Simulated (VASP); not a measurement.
# Sb (R-3m) in VASP: settings compared

Aim: see how the results for Sb move with the level of theory and the settings. Levels: HSE06, LDA, PBE. Tasks: single point.

Everything below comes from runs of VASP 6.6.1. Logs are shortened: lines on timing, memory, paths and dates and some standing lists are left out, and cuts for length are marked.

**1. The cell of the first run**

It takes space group R-3m (No. 166, trigonal). Conventional cell: a = 4.250 Å, b = 4.250 Å, c = 11.122 Å, α = 90.00°, β = 90.00°, γ = 120.00°. Sb (site symmetry 3m) has 6 Sb at 2.87 to 3.31 Å within 3.8 Å.

**2. Single point, HSE06**

POSCAR

```
Sb
1.0
    2.1250856202      1.2269187549      3.7072099901
   -2.1250856202      1.2269187549      3.7072099901
    0.0000000000     -2.4538375098      3.7072099901
Sb
2
Direct
    0.7665100000      0.7665100000      0.7665100000
    0.2334900000      0.2334900000      0.2334900000
```

INCAR.step1

```
SYSTEM = Sb
PREC = Accurate
ENCUT = 520
EDIFF = 1E-5
ISMEAR = -1
SIGMA = 0.05
LREAL = .FALSE.
LASPH = .TRUE.
NELM = 80
ALGO = Normal
ISIF = 2
LWAVE = .TRUE.
LCHARG = .FALSE.
GGA = PE
NBANDS = 12
```

INCAR.step2

```
SYSTEM = Sb
PREC = Accurate
ENCUT = 520
EDIFF = 1E-7
ISMEAR = -1
SIGMA = 0.05
LREAL = .FALSE.
LASPH = .TRUE.
NELM = 80
ALGO = Normal
ISIF = 2
LWAVE = .FALSE.
LCHARG = .FALSE.
GGA = PE
LHFCALC = .TRUE.
HFSCREEN = 0.2079
PRECFOCK = Normal
ISTART = 1
NBANDS = 12
```

KPOINTS

```
Automatic mesh
0
G
  4 4 4
  0 0 0
```

Potentials or basis: VASP PAW PBE potentials, release 64 (Sb).

Command:

```
$ cat potpaw_PBE.64/Sb/POTCAR > POTCAR
$ cp INCAR.step1 INCAR
$ mpirun -np 1 vasp_std > vasp.out
$ cp INCAR.step2 INCAR
$ mpirun -np 1 vasp_std > vasp.out
```

OUTCAR:

```text
SYSTEM = Sb
   PREC = Accurate
   ENCUT = 520
   EDIFF = 1E-7
   ISMEAR = -1
   LREAL = .FALSE.
   LASPH = .TRUE.
   NELM = 80
   ISIF = 2
   GGA = PE
   LHFCALC = .TRUE.
   HFSCREEN = 0.2079
   PRECFOCK = Normal
   ISTART = 1

 ion  position               nearest neighbor table
   1  0.767  0.767  0.767-   2 2.87   2 2.87   2 2.87   2 3.31   2 3.31   2 3.31
   2  0.233  0.233  0.233-   1 2.87   1 2.87   1 2.87   1 3.31   1 3.31   1 3.31

  LATTYP: Found a trigonal (rhomboedric) cell.
 ALAT       =     4.4457535284
 COS(alpha) =     0.5430253624

  Lattice vectors:

 A1 = (   2.1250856202,   1.2269187549,   3.7072099901)
 A2 = (  -2.1250856202,   1.2269187549,   3.7072099901)
 A3 = (   0.0000000000,  -2.4538375098,   3.7072099901)

Analysis of symmetry for initial positions (statically):
=====================================================================
 Subroutine PRICEL returns:
 Original cell was already a primitive cell.

 Routine SETGRP: Setting up the symmetry group for a
 trigonal (rhombohedral) supercell.

 Subroutine GETGRP returns: Found 12 space group operations
 (whereof 12 operations were pure point group operations)
 out of a pool of 12 trial point group operations.

The static configuration has the point symmetry D_3d.

Analysis of symmetry for dynamics (positions and initial velocities):
=====================================================================
 Subroutine PRICEL returns:
 Original cell was already a primitive cell.

 Routine SETGRP: Setting up the symmetry group for a
 trigonal (rhombohedral) supercell.

 Subroutine GETGRP returns: Found 12 space group operations
 (whereof 12 operations were pure point group operations)
 out of a pool of 12 trial point group operations.

The dynamic configuration has the point symmetry D_3d.

 Subroutine INISYM returns: Found 12 space group operations
 (whereof 12 operations are pure point group operations),
 and found     1 'primitive' translations

----------------------------------------------------------------------------------------

                                     Primitive cell

  volume of cell :      57.9950

  direct lattice vectors                    reciprocal lattice vectors
     2.125085620  1.226918755  3.707209990     0.235284638  0.135841649  0.089914878
    -2.125085620  1.226918755  3.707209990    -0.235284638  0.135841649  0.089914878
     0.000000000 -2.453837510  3.707209990     0.000000000 -0.271683298  0.089914878

  length of vectors
     4.445753528  4.445753528  4.445753528     0.286175644  0.286175644  0.286175644

  position of ions in fractional coordinates (direct lattice)
     0.766510000  0.766510000  0.766510000
     0.233490000  0.233490000  0.233490000

  ion indices of the primitive-cell ions
   primitive index   ion index
                 1           1
                 2           2

----------------------------------------------------------------------------------------

 KPOINTS: Automatic mesh

Automatic generation of k-mesh.
 Grid dimensions read from file:
 generate k-points for:    4    4    4

 Generating k-lattice:

  Cartesian coordinates                     Fractional coordinates (reciprocal lattice)
     0.058821159  0.033960412  0.022478719     0.250000000  0.000000000  0.000000000
    -0.058821159  0.033960412  0.022478719     0.000000000  0.250000000  0.000000000
     0.000000000 -0.067920824  0.022478719     0.000000000  0.000000000  0.250000000

  Length of vectors
     0.071543911  0.071543911  0.071543911

  Shift w.r.t. Gamma in fractional coordinates (k-lattice)
     0.000000000  0.000000000  0.000000000

 Subroutine IBZKPT returns following result:
 ===========================================

 Found     13 irreducible k-points:

 Following reciprocal coordinates:
            Coordinates               Weight
  0.000000  0.000000  0.000000      1.000000
  0.250000  0.000000  0.000000      6.000000
  0.500000  0.000000  0.000000      3.000000
  0.250000  0.250000  0.000000      6.000000
  0.500000  0.250000  0.000000     12.000000
 -0.250000  0.250000  0.000000      6.000000
  0.500000  0.500000  0.000000      3.000000
  0.250000  0.250000  0.250000      2.000000
  0.500000  0.250000  0.250000      6.000000
 -0.250000  0.250000  0.250000      6.000000
  0.500000  0.500000  0.250000      6.000000
 -0.250000  0.500000  0.250000      6.000000
  0.500000  0.500000  0.500000      1.000000
   k-points           NKPTS =     13   k-points in BZ     NKDIM =     64   number of bands    NBANDS=     12
   number of dos      NEDOS =    301   number of ions     NIONS =      2
   total plane-waves  NPLWV =  46656
   dimension x,y,z NGX =    36 NGY =   36 NGZ =   36
   dimension x,y,z NGXF=    72 NGYF=   72 NGZF=   72
   ions per type =               2
   NGX,Y,Z   is equivalent  to a cutoff of  13.46, 13.46, 13.46 a.u.
   NGXF,Y,Z  is equivalent  to a cutoff of  26.92, 26.92, 26.92 a.u.
 SYSTEM =  Sb
   PREC   = accura    normal or accurate (medium, high low for compatibility)
   ISTART =      1    job   : 0-new  1-cont  2-samecut
   ICHARG =      0    charge: 1-file 2-atom 10-const
   ISPIN  =      1    spin polarized calculation?
   LNONCOLLINEAR =      F non collinear calculations
   LSORBIT =      F    spin-orbit coupling
   LASPH  =      T    aspherical Exc in radial PAW
   ENCUT  =  520.0 eV  38.22 Ry    6.18 a.u.   8.27  8.27  8.27*2*pi/ulx,y,z
   NELM   =     80;   NELMIN=  2; NELMDL=  0     # of ELM steps
   EDIFF  = 0.1E-06   stopping-criterion for ELM
   LREAL  =      F    real-space projection
   EDIFFG = 0.1E-05   stopping-criterion for IOM
   NSW    =      0    number of steps for IOM
   IBRION =     -1    ionic relax: 0-MD 1-quasi-New 2-CG
   NFREE  =      0    steps in history (QN), initial steepest desc. (CG)
   ISIF   =      2    stress and relaxation
   ISYM   =      3    0-nonsym 1-usesym 2-fastsym
   POTIM  = 0.5000    time-step for ionic-motion
   TEBEG  =    0.0;   TEEND  =   0.0 temperature during run
   PSTRESS=    0.0 pullay stress
   NELECT =      10.0000    total number of electrons
   NUPDOWN=      -1.0000    fix difference up-down
   EMIN   =  10.00;   EMAX   =-10.00  energy-range for DOS
   EFERMI =   0.00;   METHOD = LEGACY
   ISMEAR =    -1;   SIGMA  =   0.05  broadening in eV -4-tet -1-fermi 0-gaus
   EFERMI_NEDOS =   21; number of points for ismear=-14 and -15
   IALGO  =     38    algorithm
   IMIX   =      1    mixing-type and parameters
     AMIX     =   0.40;   BMIX     =  1.00
     AMIX_MAG =   1.60;   BMIX_MAG =  1.00
  volume/ion in A,a.u.               =      29.00       195.68
  Fermi-wavevector in a.u.,A,eV,Ry     =   0.911195  1.721909 11.296592  0.830276
  Thomas-Fermi vector in A             =   2.035446
   LORBIT       =      0    0 simple, 1 ext, 2 COOP (PROOUT), +10 PAW based schemes
   GGA     = PE    functional components
   LHFCALC =     T    Hartree Fock is set to
   PRECFOCK=normal    Normal, Fast or Accurate (Low or Medium for compatibility)
   ENCUT4O =  -1.0   cutoff for four orbital integrals eV
   NKREDX  =     1    reduce k-point grid by
   NKREDY  =     1    reduce k-point grid by
   NKREDZ  =     1    reduce k-point grid by
   AEXX    =    0.2500 exact exchange contribution
   HFSCREEN=    0.2079 screening length (either q_TF or 0.3 A-1)
   HFSCREENC=   0.2079 screening length for correlation (either q_TF or 0.3 A-1)
   ENCUTFOCK=  -1.0 apply spherical cutoff to Coloumb kernel
   IVDW    =     0    specifies the selected vdW correction
   LEPSILON=     F    determine dielectric tensor
   LRPA    =     F    only Hartree local field effects (RPA)
 non-spin polarized calculation
  energy-cutoff  :      520.00
  volume of cell :       58.00
 maximum number of plane-waves:      1574
 NGX is ok and might be reduce to    36
  NGX = 28; NGY = 28; NGZ = 28

 number of electron      10.0000000 magnetization

 Free energy of the ion-electron system (eV)
  ---------------------------------------------------
  ext. energy  EPLUGINS =         0.00000000
  ---------------------------------------------------
  free energy    TOTEN  =       -10.18429144 eV

  energy without entropy =      -10.18286076  energy(sigma->0) =      -10.18357610

 E-fermi :   7.5117     XC(G=0):  -8.0947

 val. band max:        7.4073382239   @ k =   0.5000   0.5000   0.5000
 cond. band min:       7.6716436150   @ k =   0.5000   0.0000   0.0000
 fundamental gap:      0.2643053911
 Fermi energy:         7.5116797526

 k-point     1 :       0.0000    0.0000    0.0000
  band No.  band energies     occupation
      1      -6.8617      2.00000
      2       2.7378      2.00000
      3       5.1017      2.00000
      4       5.4325      2.00000
      5       5.4325      2.00000
      6      10.1119      0.00000
      7      10.8801      0.00000
      8      10.8801      0.00000
      9      13.1972      0.00000
     10      13.1972      0.00000
     11      13.4164      0.00000
     12      14.7539      0.00000

 k-point     2 :       0.2500    0.0000    0.0000
  band No.  band energies     occupation
      1      -6.0735      2.00000
      2      -0.1250      2.00000
      3       5.1899      2.00000
      4       5.2997      2.00000
      5       6.4989      2.00000
      6       9.2073      0.00000
      7       9.3690      0.00000
      8       9.4113      0.00000
      9      13.0506      0.00000
     10      13.6343      0.00000
     11      14.1891      0.00000
     12      18.2983      0.00000

 k-point     3 :       0.5000    0.0000    0.0000
  band No.  band energies     occupation
      1      -4.1156      2.00000
      2      -3.2999      2.00000
      3       5.2479      2.00000
      4       5.4056      2.00000
      5       7.2196      1.99421
      6       7.6716      0.07839
      7       8.0566      0.00004
      8       8.2973      0.00000
      9      15.9823      0.00000
     10      16.6055      0.00000
     11      17.6545      0.00000
     12      17.6610      0.00000

 k-point     4 :       0.2500    0.2500    0.0000
  band No.  band energies     occupation
      1      -5.8769      2.00000
      2       0.2777      2.00000
      3       3.6118      2.00000
      4       4.1539      2.00000
      5       5.3553      2.00000
      6      10.0139      0.00000
      7      10.3858      0.00000
      8      12.0925      0.00000
      9      12.7607      0.00000
     10      15.2326      0.00000
     11      15.2914      0.00000
     12      16.5197      0.00000

 k-point     5 :       0.5000    0.2500    0.0000
  band No.  band energies     occupation
      1      -4.2654      2.00000
      2      -2.1407      2.00000
      3       2.4074      2.00000
      4       3.9643      2.00000
      5       4.5874      2.00000
      6      10.5923      0.00000
      7      11.0265      0.00000
      8      11.9877      0.00000
      9      12.7953      0.00000
     10      16.6359      0.00000
     11      17.5742      0.00000
     12      18.0664      0.00000
[... 63 lines left out ...]
      1      -4.2099      2.00000
      2      -2.2925      2.00000
      3       2.5962      2.00000
      4       3.9872      2.00000
      5       4.6952      2.00000
      6      10.2040      0.00000
      7      10.7289      0.00000
      8      12.1073      0.00000
      9      12.4676      0.00000
     10      17.3325      0.00000
     11      17.8600      0.00000
     12      18.7352      0.00000

 k-point    11 :       0.5000    0.5000    0.2500
  band No.  band energies     occupation
      1      -4.6888      2.00000
      2      -1.8128      2.00000
      3       2.3961      2.00000
      4       4.1426      2.00000
      5       5.0820      2.00000
      6      10.6073      0.00000
      7      10.8604      0.00000
      8      12.5058      0.00000
      9      13.0605      0.00000
     10      16.8214      0.00000
     11      17.1596      0.00000
     12      18.4469      0.00000

 k-point    12 :      -0.2500    0.5000    0.2500
  band No.  band energies     occupation
      1      -3.5190      2.00000
      2      -2.4472      2.00000
      3       1.7605      2.00000
      4       1.7749      2.00000
      5       6.7963      2.00000
      6       8.6272      0.00000
      7      12.7128      0.00000
      8      12.7337      0.00000
      9      14.7027      0.00000
     10      14.8987      0.00000
     11      18.7710      0.00000
     12      18.8429      0.00000

 k-point    13 :       0.5000    0.5000    0.5000
  band No.  band energies     occupation
      1      -5.0593      2.00000
      2      -2.5873      2.00000
      3       5.9743      2.00000
      4       5.9743      2.00000
      5       7.4073      1.77923
      6       7.8732      0.00145
      7       7.8732      0.00145
      8       9.0120      0.00000
      9      15.4391      0.00000
     10      17.0463      0.00000
     11      17.0463      0.00000
     12      17.5822      0.00000

------------------------ aborting loop because EDIFF is reached ----------------------------------------

  FORCE on cell =-STRESS in cart. coord.  units (eV):
  Direction    XX          YY          ZZ          XY          YZ          ZX
  --------------------------------------------------------------------------------------
  -------------------------------------------------------------------------------------
  Total        1.0410898      1.0410898      0.6440468      0.0000000      0.0000000      0.0000000
  in kB       28.7612734     28.7612734     17.7925159      0.0000000      0.0000000      0.0000000
  external PRESSURE =      25.1050209 kB  Pullay stress =       0.0000000 kB

 VOLUME and BASIS-vectors are now :
 -----------------------------------------------------------------------------
  energy-cutoff  :      520.00
  volume of cell :       58.00
      direct lattice vectors                 reciprocal lattice vectors
     2.125085620  1.226918755  3.707209990     0.235284638  0.135841649  0.089914878
    -2.125085620  1.226918755  3.707209990    -0.235284638  0.135841649  0.089914878
     0.000000000 -2.453837510  3.707209990     0.000000000 -0.271683298  0.089914878

 POSITION                                       TOTAL-FORCE (eV/Angst)
 -----------------------------------------------------------------------------------
      0.00000      0.00000      8.52484         0.000000      0.000000      0.175200
      0.00000      0.00000      2.59679         0.000000      0.000000     -0.175200
 -----------------------------------------------------------------------------------
    total drift:                               -0.000000      0.000000     -0.000000

  FREE ENERGIE OF THE ION-ELECTRON SYSTEM (eV)
  ---------------------------------------------------
  free  energy   TOTEN  =       -10.1842914423 eV

  energy  without entropy=      -10.1828607589  energy(sigma->0) =      -10.18357610
```

It took 25 min on 1 thread of AMD EPYC 7R43 (Zen 3), shared host; peak memory 0.28 GiB.

Results:

| Property | Result |
| --- | --- |
| Free energy | -10.1843 eV |
| Pressure | 2.5 GPa |
| Largest force | 0.175 eV/Å |

Forces on the atoms (eV/Å):
```
Sb   0.000  0.000  0.175
Sb   0.000  0.000 -0.175
```

Stress tensor (GPa, compression positive):
```
2.88 0.00 0.00
0.00 2.88 0.00
0.00 0.00 1.78
```

Caveat: the k points lie up to 0.45 Å⁻¹ apart; the PAW data sets were made with another functional, which shifts forces and pressure a little; spin-orbit coupling is left out, which moves the levels of the heavy elements.

(Continued in part 2 of 3.)
